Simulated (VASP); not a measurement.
# TiC (rocksalt type) (Fm-3m) in VASP: notebook, part 2 of 2

VASP 6.6.1. Earlier steps stand in the parts before.

**5. Relaxation of cell and atoms, PBE, target pressure 180 GPa, at which the enthalpy is minimised**

Input file INCAR:

```
SYSTEM = TiC
PREC = Accurate ; ENCUT = 600
EDIFF = 1E-6 ; ISMEAR = -1
SIGMA = 0.1 ; LREAL = .FALSE.
LASPH = .TRUE. ; NELM = 100
ALGO = Normal ; ISIF = 3
LWAVE = .FALSE. ; LCHARG = .FALSE.
GGA = PE ; IBRION = 2
NSW = 32 ; EDIFFG = -0.005
PSTRESS = 1800.0
```

Input file KPOINTS:

```
Automatic mesh
0
G
  17 17 17
  0 0 0
```

Input file POSCAR:

```
TiC
1.0
    0.0000000000      1.9235030705      1.9235030705
    1.9235030705      0.0000000000      1.9235030705
    1.9235030705      1.9235030705      0.0000000000
Ti C
1 1
Direct
    0.0000000000      0.0000000000      0.0000000000
    0.5000000000      0.5000000000      0.5000000000
```

Potentials or basis: VASP PAW PBE potentials, release 64 (Ti_sv, C).

Started as:

```
> cat potpaw_PBE.64/Ti_sv/POTCAR potpaw_PBE.64/C/POTCAR > POTCAR
> mpirun -np 1 vasp_std > vasp.out
```

OUTCAR:

```text
SYSTEM = TiC
   PREC = Accurate
   ENCUT = 600
   EDIFF = 1E-6
   ISMEAR = -1
   LREAL = .FALSE.
   LASPH = .TRUE.
   NELM = 100
   ISIF = 3
   GGA = PE
   IBRION = 2
   NSW = 32
   EDIFFG = -0.005
   PSTRESS = 1800.0

 ion  position               nearest neighbor table
   1  0.000  0.000  0.000-   2 1.92   2 1.92   2 1.92   2 1.92   2 1.92   2 1.92
   2  0.500  0.500  0.500-   1 1.92   1 1.92   1 1.92   1 1.92   1 1.92   1 1.92

  LATTYP: Found a face centered cubic cell.
 ALAT       =     3.8470061410

  Lattice vectors:

 A1 = (   0.0000000000,   1.9235030705,   1.9235030705)
 A2 = (   1.9235030705,   0.0000000000,   1.9235030705)
 A3 = (   1.9235030705,   1.9235030705,   0.0000000000)

Analysis of symmetry for initial positions (statically):
=====================================================================
 Subroutine PRICEL returns:
 Original cell was already a primitive cell.

 Routine SETGRP: Setting up the symmetry group for a
 face centered cubic supercell.

 Subroutine GETGRP returns: Found 48 space group operations
 (whereof 48 operations were pure point group operations)
 out of a pool of 48 trial point group operations.

The static configuration has the point symmetry O_h .

Analysis of symmetry for dynamics (positions and initial velocities):
=====================================================================
 Subroutine PRICEL returns:
 Original cell was already a primitive cell.

 Routine SETGRP: Setting up the symmetry group for a
 face centered cubic supercell.

 Subroutine GETGRP returns: Found 48 space group operations
 (whereof 48 operations were pure point group operations)
 out of a pool of 48 trial point group operations.

The dynamic configuration has the point symmetry O_h .

 Subroutine INISYM returns: Found 48 space group operations
 (whereof 48 operations are pure point group operations),
 and found     1 'primitive' translations

----------------------------------------------------------------------------------------
[... 133 lines left out ...]

 number of electron      16.0000000 magnetization

 Free energy of the ion-electron system (eV)
  ---------------------------------------------------
  ext. energy  EPLUGINS =         0.00000000
  ---------------------------------------------------
  free energy    TOTEN  =       -16.15548298 eV

  energy without entropy =      -16.14789625  energy(sigma->0) =      -16.15168961

------------------------ aborting loop because EDIFF is reached ----------------------------------------

  FORCE on cell =-STRESS in cart. coord.  units (eV):
  Direction    XX          YY          ZZ          XY          YZ          ZX
  --------------------------------------------------------------------------------------
  -------------------------------------------------------------------------------------
  Total       15.8780503     15.8780503     15.8780503      0.0000000      0.0000000      0.0000000
  in kB     1787.3068039   1787.3068039   1787.3068039      0.0000000      0.0000000      0.0000000
  external PRESSURE =     -12.6931961 kB  Pullay stress =    1800.0000000 kB
[... 63 lines left out ...]
--------------------------------------- Ionic step        3  -------------------------------------------

 number of electron      16.0000000 magnetization

 Free energy of the ion-electron system (eV)
  ---------------------------------------------------
  ext. energy  EPLUGINS =         0.00000000
  ---------------------------------------------------
  free energy    TOTEN  =       -16.13138237 eV

  energy without entropy =      -16.12381085  energy(sigma->0) =      -16.12759661

 E-fermi :  14.2424     XC(G=0): -14.6567

 val. band max:       14.2126595105   @ k =   0.1176   0.1176   0.0000
 cond. band min:      14.2691854147   @ k =   0.4706   0.4118   0.0000
 fundamental gap:      0.0565259042
 Fermi energy:        14.2423857589

 k-point     1 :       0.0000    0.0000    0.0000
  band No.  band energies     occupation
      1     -41.5068      2.00000
      2     -17.0929      2.00000
      3     -17.0929      2.00000
      4     -17.0929      2.00000
      5       0.3094      2.00000
      6      14.8680      0.00383
      7      14.8680      0.00383
      8      14.8680      0.00383
      9      16.3701      0.00000
     10      16.3701      0.00000
     11      16.3701      0.00000
     12      16.6871      0.00000
[... 331 lines left out ...]
 k-point    24 :      -0.1176    0.0588    0.0000
  band No.  band energies     occupation
      1     -41.4406      2.00000
      2     -17.4438      2.00000
      3     -17.1687      2.00000
      4     -17.0990      2.00000
      5       1.0880      2.00000
      6      12.7935      2.00000
      7      13.0467      1.99999
      8      13.2844      1.99986
      9      15.3152      0.00004
     10      16.2333      0.00000
     11      17.6385      0.00000
     12      19.3179      0.00000

 [... further k-points ...]

------------------------ aborting loop because EDIFF is reached ----------------------------------------

  FORCE on cell =-STRESS in cart. coord.  units (eV):
  Direction    XX          YY          ZZ          XY          YZ          ZX
  --------------------------------------------------------------------------------------
  -------------------------------------------------------------------------------------
  Total       15.9669054     15.9669054     15.9669054     -0.0000000      0.0000000      0.0000000
  in kB     1800.0315305   1800.0315305   1800.0315305     -0.0000000      0.0000000      0.0000000
  external PRESSURE =       0.0315305 kB  Pullay stress =    1800.0000000 kB
[... 21 lines left out ...]
  energy  without entropy=      -16.1238108466  energy(sigma->0) =      -16.12759661

  enthalpy is  TOTEN    =        -0.1647566380 eV   P V=       15.9666257273

 reached required accuracy - stopping structural energy minimisation
```

CONTCAR:

```text
TiC
   1.00000000000000
     0.0000000000000000    1.9225327304848772    1.9225327304848772
     1.9225327304848772    0.0000000000000000    1.9225327304848772
     1.9225327304848772    1.9225327304848772    0.0000000000000000
  Ti              C
     1     1
Direct
     0.0000000000000000    0.0000000000000000    0.0000000000000000
     0.5000000000000000    0.5000000000000000    0.5000000000000000

  0.00000000E+00  0.00000000E+00  0.00000000E+00
  0.00000000E+00  0.00000000E+00  0.00000000E+00
```

Wall time 97 s (1 thread of Intel Xeon 8259CL, shared host); peak memory 0.18 GiB.

Results:

| Item | Value |
| --- | --- |
| Free energy | -16.1314 eV |
| Relaxed volume | 7.11 Å³/atom |
| Relaxed cell | a = 2.719 Å, b = 2.719 Å, c = 2.719 Å, α = 60.00°, β = 60.00°, γ = 60.00° |
| Space group after relaxing (to 0.1 Å) | Fm-3m (No. 225) |
| Energy change on relaxing (the run minimises the enthalpy) | +12.1 meV/atom |
| Ionic steps | 3 |
| Pressure after relaxing | 180.0 GPa |
| Band gap on the k mesh | zero (bands 8 and 9 overlap by 1.14 eV) |

Step by step:
| step | energy change (eV) | largest force (eV/Å) | pressure (GPa) | volume (Å³) |
| --- | --- | --- | --- | --- |
| 1 | 0.0000 | 0.0000 | 178.73 | 14.23 |
| 2 | 0.1317 | 0.0000 | 185.62 | 14.12 |
| 3 | 0.0241 | 0.0000 | 180.00 | 14.21 |

Final structure:
```yaml
crystal:
  lattice:
    - [0.00000, 1.92253, 1.92253]
    - [1.92253, 0.00000, 1.92253]
    - [1.92253, 1.92253, 0.00000]
  atoms:
    - { symbol: Ti, position: [0.00000, 0.00000, 0.00000] }
    - { symbol: C, position: [0.50000, 0.50000, 0.50000] }
```

Levels at points of the mesh, in eV from the Fermi level:
```tsv
k point	band 6	band 7	band 8	band 9	band 10	band 11
(0.00, 0.00, 0.00)	0.63	0.63	0.63	2.13	2.13	2.13
```

Caveat: the cell is relaxed towards a set pressure, so the run minimises the enthalpy, not the energy.
